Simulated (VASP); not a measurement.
# CdSe (P6_3mc) in VASP: relaxation of cell and atoms with PBEsol

Aim: the relaxation of cell and atoms of CdSe with PBEsol.

All numbers are computed with VASP 6.6.1; they aren't measurements. Logs are shortened: lines on timing, memory, paths and dates and some standing lists are left out, and cuts for length are marked.

## (1) The cell of the first run

It takes space group P6_3mc (No. 186, hexagonal). Conventional cell: a = 4.301 Å, b = 4.301 Å, c = 7.022 Å, α = 90.00°, β = 90.00°, γ = 120.00°. Within 3.5 Å of Cd (site symmetry 3m) lie 4 Se at 2.63 to 2.64 Å. Within 3.5 Å of Se (site symmetry 3m) lie 4 Cd at 2.63 to 2.64 Å.

## (2) Relaxation of cell and atoms, PBEsol

INCAR

```
ALGO = Normal
EDIFF = 1E-6
EDIFFG = -0.001
ENCUT = 600
GGA = PS
IBRION = 2
ISIF = 3
ISMEAR = 0
LASPH = True
LCHARG = False
LREAL = False
LWAVE = False
NELM = 100
NSW = 80
PREC = Accurate
SIGMA = 0.01
```

KPOINTS

```
k-points
0
Gamma
  12 12 6
```

POSCAR

```
CdSe
1.0
    4.3009267070      0.0000000000      0.0000000000
   -2.1504633535      3.7247117881      0.0000000000
    0.0000000000      0.0000000000      7.0223850878
Cd Se
2 2
Direct
    0.3333333333      0.6666666667      0.0046994920
    0.6666666667      0.3333333333      0.5046994920
    0.3333333333      0.6666666667      0.3803005080
    0.6666666667      0.3333333333      0.8803005080
```

Potentials or basis: VASP PAW PBE potentials, release 64 (Cd, Se).

Started as:

```sh
$ cat potpaw_PBE.64/Cd/POTCAR potpaw_PBE.64/Se/POTCAR > POTCAR
$ mpirun -np 1 vasp_std > vasp.out
```

OUTCAR:

```text
EDIFF = 1E-6
   EDIFFG = -0.001
   ENCUT = 600
   GGA = PS
   IBRION = 2
   ISIF = 3
   ISMEAR = 0
   LASPH = True
   LREAL = False
   NELM = 100
   NSW = 80
   PREC = Accurate

 ion  position               nearest neighbor table
   1  0.333  0.667  0.005-   4 2.63   4 2.63   4 2.63   3 2.64
   2  0.667  0.333  0.505-   3 2.63   3 2.63   3 2.63   4 2.64
   3  0.333  0.667  0.380-   2 2.63   2 2.63   2 2.63   1 2.64
   4  0.667  0.333  0.880-   1 2.63   1 2.63   1 2.63   2 2.64

  LATTYP: Found a hexagonal cell.
 ALAT       =     4.3009267070
 C/A-ratio  =     1.6327609295

  Lattice vectors:

 A1 = (   4.3009267070,   0.0000000000,   0.0000000000)
 A2 = (  -2.1504633535,   3.7247117881,   0.0000000000)
 A3 = (   0.0000000000,   0.0000000000,   7.0223850878)

Analysis of symmetry for initial positions (statically):
=====================================================================
 Subroutine PRICEL returns:
 Original cell was already a primitive cell.

 Routine SETGRP: Setting up the symmetry group for a
 hexagonal supercell.

 Subroutine GETGRP returns: Found 12 space group operations
 (whereof  6 operations were pure point group operations)
 out of a pool of 24 trial point group operations.

The static configuration has the point symmetry C_3v.
 The point group associated with its full space group is C_6v.

Analysis of symmetry for dynamics (positions and initial velocities):
=====================================================================
 Subroutine PRICEL returns:
 Original cell was already a primitive cell.

 Routine SETGRP: Setting up the symmetry group for a
 hexagonal supercell.

 Subroutine GETGRP returns: Found 12 space group operations
 (whereof  6 operations were pure point group operations)
 out of a pool of 24 trial point group operations.

The dynamic configuration has the point symmetry C_3v.
 The point group associated with its full space group is C_6v.

 Subroutine INISYM returns: Found 12 space group operations
 (whereof  6 operations are pure point group operations),
 and found     1 'primitive' translations

----------------------------------------------------------------------------------------

                                     Primitive cell

  volume of cell :     112.4966

  direct lattice vectors                    reciprocal lattice vectors
     4.300926707  0.000000000  0.000000000     0.232508031  0.134238574  0.000000000
    -2.150463354  3.724711788  0.000000000     0.000000000  0.268477149  0.000000000
     0.000000000  0.000000000  7.022385088     0.000000000  0.000000000  0.142401761

  length of vectors
     4.300926707  4.300926707  7.022385088     0.268477149  0.268477149  0.142401761

  position of ions in fractional coordinates (direct lattice)
     0.333333333  0.666666667  0.004699492
     0.666666667  0.333333333  0.504699492
     0.333333333  0.666666667  0.380300508
     0.666666667  0.333333333  0.880300508

  ion indices of the primitive-cell ions
   primitive index   ion index
                 1           1
                 2           2
                 3           3
                 4           4

----------------------------------------------------------------------------------------

 KPOINTS: k-points

Automatic generation of k-mesh.
 Grid dimensions read from file:
 generate k-points for:   12   12    6

 Generating k-lattice:

  Cartesian coordinates                     Fractional coordinates (reciprocal lattice)
     0.019375669  0.011186548  0.000000000     0.083333333  0.000000000  0.000000000
     0.000000000  0.022373096  0.000000000     0.000000000  0.083333333  0.000000000
     0.000000000  0.000000000  0.023733627     0.000000000  0.000000000  0.166666667

  Length of vectors
     0.022373096  0.022373096  0.023733627

  Shift w.r.t. Gamma in fractional coordinates (k-lattice)
     0.000000000  0.000000000  0.000000000

 Subroutine IBZKPT returns following result:
 ===========================================

 Found     76 irreducible k-points:

 Following reciprocal coordinates:
            Coordinates               Weight
  0.000000  0.000000  0.000000      1.000000
  0.083333 -0.000000  0.000000      6.000000
  0.166667 -0.000000  0.000000      6.000000
  0.250000  0.000000  0.000000      6.000000
  0.333333 -0.000000  0.000000      6.000000
  0.416667  0.000000  0.000000      6.000000
[... 16 lines left out ...]
  0.250000  0.000000  0.166667     12.000000
  0.333333 -0.000000  0.166667     12.000000
 [... further k-points ...]
   k-points           NKPTS =     76   k-points in BZ     NKDIM =     76   number of bands    NBANDS=     22
   number of dos      NEDOS =    301   number of ions     NIONS =      4
   total plane-waves  NPLWV =  72576
   dimension x,y,z NGX =    36 NGY =   36 NGZ =   56
   dimension x,y,z NGXF=    72 NGYF=   72 NGZF=  112
   ions per type =               2   2
   NGX,Y,Z   is equivalent  to a cutoff of  13.92, 13.92, 13.26 a.u.
   NGXF,Y,Z  is equivalent  to a cutoff of  27.83, 27.83, 26.51 a.u.
 SYSTEM =  unknown system
   PREC   = accura    normal or accurate (medium, high low for compatibility)
   ISTART =      0    job   : 0-new  1-cont  2-samecut
   ICHARG =      2    charge: 1-file 2-atom 10-const
   ISPIN  =      1    spin polarized calculation?
   LNONCOLLINEAR =      F non collinear calculations
   LSORBIT =      F    spin-orbit coupling
   LASPH  =      T    aspherical Exc in radial PAW
   ENCUT  =  600.0 eV  44.10 Ry    6.64 a.u.   8.59  8.59 14.03*2*pi/ulx,y,z
   NELM   =    100;   NELMIN=  2; NELMDL= -5     # of ELM steps
   EDIFF  = 0.1E-05   stopping-criterion for ELM
   LREAL  =      F    real-space projection
   EDIFFG = -.1E-02   stopping-criterion for IOM
   NSW    =     80    number of steps for IOM
   IBRION =      2    ionic relax: 0-MD 1-quasi-New 2-CG
   NFREE  =      1    steps in history (QN), initial steepest desc. (CG)
   ISIF   =      3    stress and relaxation
   ISYM   =      2    0-nonsym 1-usesym 2-fastsym
   POTIM  = 0.5000    time-step for ionic-motion
   TEBEG  =    0.0;   TEEND  =   0.0 temperature during run
   PSTRESS=    0.0 pullay stress
   NELECT =      36.0000    total number of electrons
   NUPDOWN=      -1.0000    fix difference up-down
   EMIN   =  10.00;   EMAX   =-10.00  energy-range for DOS
   EFERMI =   0.00;   METHOD = LEGACY
   ISMEAR =     0;   SIGMA  =   0.01  broadening in eV -4-tet -1-fermi 0-gaus
   EFERMI_NEDOS =   21; number of points for ismear=-14 and -15
   IALGO  =     38    algorithm
   IMIX   =      4    mixing-type and parameters
     AMIX     =   0.40;   BMIX     =  1.00
     AMIX_MAG =   1.60;   BMIX_MAG =  1.00
  volume/ion in A,a.u.               =      28.12       189.79
  Fermi-wavevector in a.u.,A,eV,Ry     =   1.119771  2.116060 17.060169  1.253887
  Thomas-Fermi vector in A             =   2.256413
   LORBIT       =      0    0 simple, 1 ext, 2 COOP (PROOUT), +10 PAW based schemes
   GGA     = PS    functional components
   LHFCALC =     F    Hartree Fock is set to
   AEXX    =    0.0000 exact exchange contribution
   IVDW    =     0    specifies the selected vdW correction
   LEPSILON=     F    determine dielectric tensor
   LRPA    =     F    only Hartree local field effects (RPA)
 conjugate gradient relaxation of ions
 non-spin polarized calculation
 Gauss-broadening in eV      SIGMA  =   0.01
  energy-cutoff  :      600.00
  volume of cell :      112.50
 maximum number of plane-waves:      3795
 NGX is ok and might be reduce to    36
   NGX = 17   NGY = 17   NGZ = 29

--------------------------------------- Ionic step        1  -------------------------------------------

 number of electron      35.9999997 magnetization

 Free energy of the ion-electron system (eV)
  ---------------------------------------------------
  ext. energy  EPLUGINS =         0.00000000
  ---------------------------------------------------
  free energy    TOTEN  =       -12.35221260 eV

  energy without entropy =      -12.35221260  energy(sigma->0) =      -12.35221260

------------------------ aborting loop because EDIFF is reached ----------------------------------------

  FORCE on cell =-STRESS in cart. coord.  units (eV):
  Direction    XX          YY          ZZ          XY          YZ          ZX
  --------------------------------------------------------------------------------------
  -------------------------------------------------------------------------------------
  Total        0.2179855      0.2179855      0.2154797      0.0000000      0.0000000      0.0000000
  in kB        3.1045508      3.1045508      3.0688641      0.0000000      0.0000000      0.0000000
  external PRESSURE =       3.0926552 kB  Pullay stress =       0.0000000 kB

 VOLUME and BASIS-vectors are now :
 -----------------------------------------------------------------------------
  energy-cutoff  :      600.00
  volume of cell :      112.50
      direct lattice vectors                 reciprocal lattice vectors
     4.300926707  0.000000000  0.000000000     0.232508031  0.134238574  0.000000000
    -2.150463354  3.724711788  0.000000000     0.000000000  0.268477149  0.000000000
     0.000000000  0.000000000  7.022385088     0.000000000  0.000000000  0.142401761
[... 77 lines left out ...]
 POSITION                                       TOTAL-FORCE (eV/Angst)
 -----------------------------------------------------------------------------------
     -0.00000      2.48807      0.03308         0.000000     -0.000000     -0.000624
      2.15474      1.24404      3.55117        -0.000000     -0.000000     -0.000624
     -0.00000      2.48807      2.67584         0.000000      0.000000      0.000624
      2.15474      1.24404      6.19393        -0.000000      0.000000      0.000624
 -----------------------------------------------------------------------------------
    total drift:                               -0.000000      0.000000     -0.000579

  FREE ENERGIE OF THE ION-ELECTRON SYSTEM (eV)
  ---------------------------------------------------
  free  energy   TOTEN  =       -12.3528585319 eV

  energy  without entropy=      -12.3528585319  energy(sigma->0) =      -12.35285853

--------------------------------------- Ionic step        4  -------------------------------------------

 number of electron      35.9999999 magnetization

 Free energy of the ion-electron system (eV)
  ---------------------------------------------------
  ext. energy  EPLUGINS =         0.00000000
  ---------------------------------------------------
  free energy    TOTEN  =       -12.35285800 eV

  energy without entropy =      -12.35285800  energy(sigma->0) =      -12.35285800

 E-fermi :   0.8445     XC(G=0):  -9.0657

 val. band max:        0.7724732678   @ k =   0.0000   0.0000   0.0000
 cond. band min:       1.3004040863   @ k =   0.0000   0.0000   0.0000
 fundamental gap:      0.5279308184
 Fermi energy:         0.8445216272

 k-point     1 :       0.0000    0.0000    0.0000
  band No.  band energies     occupation
      1     -11.8279      2.00000
      2     -11.4480      2.00000
      3      -7.1165      2.00000
      4      -7.1093      2.00000
      5      -7.1093      2.00000
      6      -7.0418      2.00000
[... 14 lines left out ...]
     21       6.5520      0.00000
     22       6.5520      0.00000
[... 552 lines left out ...]
  band No.  band energies     occupation
      1     -11.5477      2.00000
      2     -11.3608      2.00000
      3      -7.0444      2.00000
      4      -7.0278      2.00000
      5      -6.9455      2.00000
      6      -6.9277      2.00000
[... 14 lines left out ...]
     21       5.8814      0.00000
     22       6.1418      0.00000

 [... further k-points ...]

------------------------ aborting loop because EDIFF is reached ----------------------------------------

  FORCE on cell =-STRESS in cart. coord.  units (eV):
  Direction    XX          YY          ZZ          XY          YZ          ZX
  --------------------------------------------------------------------------------------
  -------------------------------------------------------------------------------------
  Total        0.0019541      0.0019541      0.0010549      0.0000000      0.0000000      0.0000000
  in kB        0.0276685      0.0276685      0.0149362      0.0000000      0.0000000      0.0000000
  external PRESSURE =       0.0234244 kB  Pullay stress =       0.0000000 kB

 VOLUME and BASIS-vectors are now :
 -----------------------------------------------------------------------------
  energy-cutoff  :      600.00
  volume of cell :      113.15
      direct lattice vectors                 reciprocal lattice vectors
     4.309299142  0.000000000  0.000000000     0.232056297  0.133977765 -0.000000000
    -2.154649571  3.731962529 -0.000000000     0.000000000  0.267955531 -0.000000000
     0.000000000  0.000000000  7.035898134    -0.000000000 -0.000000000  0.142128266

 POSITION                                       TOTAL-FORCE (eV/Angst)
 -----------------------------------------------------------------------------------
     -0.00000      2.48798      0.03308        -0.000000     -0.000000     -0.000609
      2.15465      1.24399      3.55103         0.000000     -0.000000     -0.000609
     -0.00000      2.48798      2.67574         0.000000      0.000000      0.000609
      2.15465      1.24399      6.19369        -0.000000      0.000000      0.000609
 -----------------------------------------------------------------------------------
    total drift:                               -0.000000      0.000000     -0.000515

  FREE ENERGIE OF THE ION-ELECTRON SYSTEM (eV)
  ---------------------------------------------------
  free  energy   TOTEN  =       -12.3528580035 eV

  energy  without entropy=      -12.3528580035  energy(sigma->0) =      -12.35285800

 reached required accuracy - stopping structural energy minimisation
```

Run time: 3.9 min. Hardware: 1 thread of AMD EPYC 9R45 (Zen 5), shared host; peak memory 0.38 GiB.

Results:

| Property | Result |
| --- | --- |
| Free energy | -12.3529 eV |
| Relaxed volume | 28.29 Å³/atom |
| Relaxed cell | a = 4.309 Å, b = 4.309 Å, c = 7.036 Å, α = 90.00°, β = 90.00°, γ = 120.00° |
| Space group after relaxing (to 0.1 Å) | P6_3mc (No. 186) |
| Energy gained by relaxing | 0.2 meV/atom |
| Ionic steps | 4 |
| Pressure after relaxing | 0.0 GPa |
| Band gap on the k mesh | 0.53 eV |

The path:
```tsv
step	energy change (eV)	largest force (eV/Å)	pressure (GPa)	volume (Å³)
1	0.0000	0.0005	0.31	112.50
2	-0.0006	0.0009	-0.10	113.38
3	-0.0006	0.0006	-0.01	113.17
4	-0.0006	0.0006	0.00	113.15
```

Final structure:
```
Cd Se
1.0
     4.30930    0.00000    0.00000
    -2.15465    3.73196    0.00000
     0.00000    0.00000    7.03590
Cd Se
2 2
Direct
  0.33333 0.66667 0.00470
  0.66667 0.33333 0.50470
  0.33333 0.66667 0.38030
  0.66667 0.33333 0.88030
```

Levels at points of the mesh, in eV from the valence-band top:
| k point | band 16 | band 17 | band 18 | band 19 | band 20 | band 21 |
| --- | --- | --- | --- | --- | --- | --- |
| (0.00, 0.00, 0.00) | -0.05 | 0.00 | 0.00 | 0.53 | 2.10 | 5.78 |
| (0.50, 0.00, 0.00) | -1.87 | -1.35 | -0.76 | 3.11 | 3.23 | 4.66 |
| (0.00, 0.00, 0.50) | -0.40 | -0.40 | -0.40 | 2.27 | 2.27 | 5.74 |
| (0.50, 0.00, 0.50) | -1.38 | -1.36 | -1.36 | 2.82 | 2.82 | 4.75 |

Caveat: semilocal functionals underestimate gaps, and a narrow one can read as zero; the PAW data sets were made with another functional, which shifts forces and pressure a little.
